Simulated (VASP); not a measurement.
# P (P2/m) in VASP: single point with PBEsol

Aim: the single point of P with PBEsol.

All numbers are computed with VASP 6.6.1; they aren't measurements. Logs are shortened: lines on timing, memory, paths and dates and some standing lists are left out, and cuts for length are marked.

### Step 1. The cell of the first run

Symmetry: P2/m, No. 10, monoclinic system. The conventional cell has a = 4.273 Å, b = 4.273 Å, c = 4.378 Å, α = 90.00°, β = 90.72°, γ = 90.00°. P (site symmetry 2/m) has 6 P at 4.27 to 4.38 Å within 5.6 Å.

### Step 2. Single point, PBEsol (strain +0.0125 x Voigt [0, 0, 0, 0, 1, 0])

Input file INCAR:

```
SYSTEM = P
  PREC = Accurate
  ENCUT = 500
  EDIFF = 1E-6
  ISMEAR = 0
  SIGMA = 0.15
  LREAL = .FALSE.
  LASPH = .TRUE.
  NELM = 120
  ALGO = Normal
  ISIF = 2
  LWAVE = .FALSE.
  LCHARG = .FALSE.
  GGA = PS
  NBANDS = 8
  GGA_COMPAT = .FALSE.
```

Input file KPOINTS:

```
regular mesh
0
G
  12 12 12
  0 0 0
```

Input file POSCAR:

```
P
1.0
    4.2729048574      0.0000000000      0.0267056554
    0.0000000000      4.2729048574      0.0000000000
    0.0273625000      0.0000000000      4.3780000000
P
1
Direct
    0.0000000000      0.0000000000      0.0000000000
```

Potentials or basis: VASP PAW PBE potentials, release 64 (P).

Launch:

```bash
$ cat potpaw_PBE.64/P/POTCAR > POTCAR
$ mpirun -np 1 vasp_std > vasp.out
```

OUTCAR:

```text
SYSTEM = P
   PREC = Accurate
   ENCUT = 500
   EDIFF = 1E-6
   ISMEAR = 0
   LREAL = .FALSE.
   LASPH = .TRUE.
   NELM = 120
   ISIF = 2
   GGA = PS

 ion  position               nearest neighbor table
   1  0.000  0.000  0.000-

  LATTYP: Found a simple monoclinic cell.
 ALAT       =     4.2729883118
 B/A-ratio  =     0.9999804693
 C/A-ratio  =     1.0245957132
 COS(beta)  =    -0.0124995117

  Lattice vectors:

 A1 = (   4.2729048574,   0.0000000000,   0.0267056554)
 A2 = (   0.0000000000,  -4.2729048574,   0.0000000000)
 A3 = (  -0.0273625000,   0.0000000000,  -4.3780000000)

Analysis of symmetry for initial positions (statically):
=====================================================================
 Subroutine PRICEL returns:
 Original cell was already a primitive cell.

 Routine SETGRP: Setting up the symmetry group for a
 simple monoclinic supercell.

 Subroutine GETGRP returns: Found  4 space group operations
 (whereof  4 operations were pure point group operations)
 out of a pool of  4 trial point group operations.

The static configuration has the point symmetry C_2h.

Analysis of symmetry for dynamics (positions and initial velocities):
=====================================================================
 Subroutine PRICEL returns:
 Original cell was already a primitive cell.

 Routine SETGRP: Setting up the symmetry group for a
 simple monoclinic supercell.

 Subroutine GETGRP returns: Found  4 space group operations
 (whereof  4 operations were pure point group operations)
 out of a pool of  4 trial point group operations.

The dynamic configuration has the point symmetry C_2h.

 Subroutine INISYM returns: Found  4 space group operations
 (whereof  4 operations are pure point group operations),
 and found     1 'primitive' translations

----------------------------------------------------------------------------------------

                                     Primitive cell

  volume of cell :      79.9292

  direct lattice vectors                    reciprocal lattice vectors
     4.272904857  0.000000000  0.026705655     0.234041968  0.000000000 -0.001462762
     0.000000000  4.272904857  0.000000000     0.000000000  0.234032826  0.000000000
     0.027362500  0.000000000  4.378000000    -0.001427648  0.000000000  0.228423724

  length of vectors
     4.272988312  4.272904857  4.378085507     0.234046540  0.234032826  0.228428185

  position of ions in fractional coordinates (direct lattice)
     0.000000000  0.000000000  0.000000000

  ion indices of the primitive-cell ions
   primitive index   ion index
                 1           1

----------------------------------------------------------------------------------------

 KPOINTS: regular mesh

Automatic generation of k-mesh.
 Grid dimensions read from file:
 generate k-points for:   12   12   12

 Generating k-lattice:

  Cartesian coordinates                     Fractional coordinates (reciprocal lattice)
     0.019503497  0.000000000 -0.000121897     0.083333333  0.000000000  0.000000000
     0.000000000  0.019502736  0.000000000     0.000000000  0.083333333  0.000000000
    -0.000118971  0.000000000  0.019035310    -0.000000000  0.000000000  0.083333333

  Length of vectors
     0.019503878  0.019502736  0.019035682

  Shift w.r.t. Gamma in fractional coordinates (k-lattice)
     0.000000000  0.000000000  0.000000000

 Subroutine IBZKPT returns following result:
 ===========================================

 Found    518 irreducible k-points:

 Following reciprocal coordinates:
            Coordinates               Weight
  0.000000  0.000000  0.000000      1.000000
  0.083333  0.000000 -0.000000      2.000000
  0.166667  0.000000 -0.000000      2.000000
  0.250000  0.000000 -0.000000      2.000000
  0.333333  0.000000 -0.000000      2.000000
  0.416667  0.000000 -0.000000      2.000000
[... 16 lines left out ...]
  0.083333  0.250000 -0.000000      4.000000
  0.166667  0.250000 -0.000000      4.000000
 [... further k-points ...]
   k-points           NKPTS =    518   k-points in BZ     NKDIM =    518   number of bands    NBANDS=      8
   number of dos      NEDOS =    301   number of ions     NIONS =      1
   total plane-waves  NPLWV =  32768
   dimension x,y,z NGX =    32 NGY =   32 NGZ =   32
   dimension x,y,z NGXF=    64 NGYF=   64 NGZF=   64
   ions per type =               1
   NGX,Y,Z   is equivalent  to a cutoff of  12.45, 12.45, 12.15 a.u.
   NGXF,Y,Z  is equivalent  to a cutoff of  24.90, 24.90, 24.30 a.u.
 SYSTEM =  P
   PREC   = accura    normal or accurate (medium, high low for compatibility)
   ISTART =      0    job   : 0-new  1-cont  2-samecut
   ICHARG =      2    charge: 1-file 2-atom 10-const
   ISPIN  =      1    spin polarized calculation?
   LNONCOLLINEAR =      F non collinear calculations
   LSORBIT =      F    spin-orbit coupling
   LASPH  =      T    aspherical Exc in radial PAW
   ENCUT  =  500.0 eV  36.75 Ry    6.06 a.u.   7.79  7.79  7.98*2*pi/ulx,y,z
   NELM   =    120;   NELMIN=  2; NELMDL= -5     # of ELM steps
   EDIFF  = 0.1E-05   stopping-criterion for ELM
   LREAL  =      F    real-space projection
   EDIFFG = 0.1E-04   stopping-criterion for IOM
   NSW    =      0    number of steps for IOM
   IBRION =     -1    ionic relax: 0-MD 1-quasi-New 2-CG
   NFREE  =      0    steps in history (QN), initial steepest desc. (CG)
   ISIF   =      2    stress and relaxation
   ISYM   =      2    0-nonsym 1-usesym 2-fastsym
   POTIM  = 0.5000    time-step for ionic-motion
   TEBEG  =    0.0;   TEEND  =   0.0 temperature during run
   PSTRESS=    0.0 pullay stress
   NELECT =       5.0000    total number of electrons
   NUPDOWN=      -1.0000    fix difference up-down
   EMIN   =  10.00;   EMAX   =-10.00  energy-range for DOS
   EFERMI =   0.00;   METHOD = LEGACY
   ISMEAR =     0;   SIGMA  =   0.15  broadening in eV -4-tet -1-fermi 0-gaus
   EFERMI_NEDOS =   21; number of points for ismear=-14 and -15
   IALGO  =     38    algorithm
   IMIX   =      4    mixing-type and parameters
     AMIX     =   0.40;   BMIX     =  1.00
     AMIX_MAG =   1.60;   BMIX_MAG =  1.00
  volume/ion in A,a.u.               =      79.93       539.39
  Fermi-wavevector in a.u.,A,eV,Ry     =   0.649875  1.228085  5.746249  0.422337
  Thomas-Fermi vector in A             =   1.718972
   LORBIT       =      0    0 simple, 1 ext, 2 COOP (PROOUT), +10 PAW based schemes
   GGA     = PS    functional components
   LHFCALC =     F    Hartree Fock is set to
   AEXX    =    0.0000 exact exchange contribution
   IVDW    =     0    specifies the selected vdW correction
   LEPSILON=     F    determine dielectric tensor
   LRPA    =     F    only Hartree local field effects (RPA)
 non-spin polarized calculation
 Gauss-broadening in eV      SIGMA  =   0.15
  energy-cutoff  :      500.00
  volume of cell :       79.93
 maximum number of plane-waves:      2048
   NGX = 15   NGY = 15   NGZ = 15

 number of electron       4.9999998 magnetization

 Free energy of the ion-electron system (eV)
  ---------------------------------------------------
  ext. energy  EPLUGINS =         0.00000000
  ---------------------------------------------------
  free energy    TOTEN  =        -1.18863062 eV

  energy without entropy =       -1.15055353  energy(sigma->0) =       -1.16959207

 E-fermi :  -3.0795     XC(G=0):  -5.0520

 val. band max:       -3.0799905130   @ k =  -0.0833   0.4167   0.2500
 cond. band min:      -3.0793587688   @ k =  -0.2500   0.2500   0.3333
 fundamental gap:      0.0006317442
 Fermi energy:        -3.0795303029

 k-point     1 :       0.0000    0.0000    0.0000
  band No.  band energies     occupation
      1     -11.8103      2.00000
      2      -2.6318      0.00002
      3      -2.5229      0.00000
      4      -2.5226      0.00000
      5       1.5517      0.00000
      6       4.3615      0.00000
      7       4.4436      0.00000
      8       8.9629      0.00000

 k-point     2 :       0.0833    0.0000   -0.0000
  band No.  band energies     occupation
      1     -11.7994      2.00000
      2      -2.6466      0.00004
      3      -2.6204      0.00002
      4      -2.5135      0.00000
      5       1.6699      0.00000
      6       4.4109      0.00000
      7       4.5477      0.00000
      8       8.4735      0.00000

 k-point     3 :       0.1667    0.0000   -0.0000
  band No.  band energies     occupation
      1     -11.7691      2.00000
      2      -2.9475      0.21309
      3      -2.5947      0.00000
      4      -2.4877      0.00000
      5       1.9688      0.00000
      6       4.5250      0.00000
      7       4.8315      0.00000
      8       7.8164      0.00000

 k-point     4 :       0.2500    0.0000   -0.0000
  band No.  band energies     occupation
      1     -11.7267      2.00000
      2      -3.3061      1.96731
      3      -2.5571      0.00000
      4      -2.4516      0.00000
      5       2.3579      0.00000
      6       4.6902      0.00000
      7       5.0822      0.00000
      8       7.2419      0.00000

 k-point     5 :       0.3333    0.0000   -0.0000
  band No.  band energies     occupation
      1     -11.6830      2.00000
      2      -3.6226      2.00000
      3      -2.5186      0.00000
      4      -2.4147      0.00000
      5       2.7853      0.00000
      6       4.8792      0.00000
      7       5.0207      0.00000
      8       6.8017      0.00000
[... 177 lines left out ...]
 k-point    22 :       0.0000    0.2500    0.0000
  band No.  band energies     occupation
      1     -11.7267      2.00000
      2      -3.3061      1.96731
      3      -2.5573      0.00000
      4      -2.4513      0.00000
      5       2.3578      0.00000
      6       4.6910      0.00000
      7       5.0823      0.00000
      8       7.2424      0.00000

 k-point    23 :       0.0833    0.2500   -0.0000
  band No.  band energies     occupation
      1     -11.7161      2.00000
      2      -3.2919      1.95475
      3      -2.5646      0.00000
      4      -2.5459      0.00000
      5       2.4623      0.00000
      6       4.7696      0.00000
      7       5.1263      0.00000
      8       7.1388      0.00000

 k-point    24 :       0.1667    0.2500   -0.0000
  band No.  band energies     occupation
      1     -11.6868      2.00000
      2      -3.2541      1.90027
      3      -2.8395      0.02365
      4      -2.5221      0.00000
      5       2.7174      0.00000
      6       4.8357      0.00000
      7       5.3722      0.00000
      8       6.6281      0.00000

 [... further k-points ...]
[... 5 lines left out ...]
  --------------------------------------------------------------------------------------
  -------------------------------------------------------------------------------------
  Total       -1.9912362     -1.9914360     -1.7826111      0.0000000      0.0000000     -0.0238900
  in kB      -39.9142645    -39.9182684    -35.7323810      0.0000000      0.0000000     -0.4788738
  external PRESSURE =     -38.5216380 kB  Pullay stress =       0.0000000 kB

 VOLUME and BASIS-vectors are now :
 -----------------------------------------------------------------------------
  energy-cutoff  :      500.00
  volume of cell :       79.93
      direct lattice vectors                 reciprocal lattice vectors
     4.272904857  0.000000000  0.026705655     0.234041968  0.000000000 -0.001462762
     0.000000000  4.272904857  0.000000000     0.000000000  0.234032826  0.000000000
     0.027362500  0.000000000  4.378000000    -0.001427648  0.000000000  0.228423724

 POSITION                                       TOTAL-FORCE (eV/Angst)
 -----------------------------------------------------------------------------------
      0.00000      0.00000      0.00000         0.000000      0.000000      0.000000
 -----------------------------------------------------------------------------------
    total drift:                                0.000000     -0.000000      0.000000

  FREE ENERGIE OF THE ION-ELECTRON SYSTEM (eV)
  ---------------------------------------------------
  free  energy   TOTEN  =        -1.1886306159 eV

  energy  without entropy=       -1.1505535283  energy(sigma->0) =       -1.16959207
```

Run time: 64 s. Hardware: 1 thread of Intel Xeon 6975P-C (Granite Rapids), shared host; peak memory 0.37 GiB.

Results:

```yaml
Free_energy: -1.1886 eV
Pressure: -3.9 GPa
Band_gap_on_the_k_mesh: zero (an odd number of electrons rules out a gap without spin polarisation)
```

Stress tensor (GPa, compression positive):
```
-3.99  0.00 -0.05
 0.00 -3.99  0.00
-0.05  0.00 -3.57
```

Caveat: the cell differs from its parent crystal (strain +0.0125 x Voigt [0, 0, 0, 0, 1, 0]); the cell stands under tension; the PAW data sets were made with another functional, which shifts forces and pressure a little.
